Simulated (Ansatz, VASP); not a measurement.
**WC in VASP and in Ansatz**

```xyz
2
Lattice="2.9574 0.0000 0.0000 -1.4787 2.5612 0.0000 0.0000 0.0000 2.8845" Properties=species:S:1:pos:R:3 pbc="T T T"
W     0.0000    0.0000    0.0000
C     1.4787    0.8537    1.4422
```

Change from the starting cell: volume scaled by 1.06.

Alike in both runs: task single point; functional PBEsol; k mesh 14 × 14 × 13; occupations fermi-dirac, width 0.05 eV; no spin polarisation.

```csv
,VASP,Ansatz
version,VASP 6.6.1,Ansatz 0.2.0
potentials or method,"VASP PAW PBE potentials, release 64 (W_sv, C), cutoff 520 eV","all-electron LAPW, scalar-relativistic"
```

```tsv
	VASP	Ansatz	Ansatz less VASP
pressure (GPa)	-20.7	-21.5	-0.84
traceless stress, the component that is largest in VASP (GPa)	-1.93	-2.12	-0.189
```

VASP's potentials were made for PBE, not for PBEsol. Ansatz ran all-electron here, and VASP with PAW potentials.

Spin-orbit coupling is off throughout.
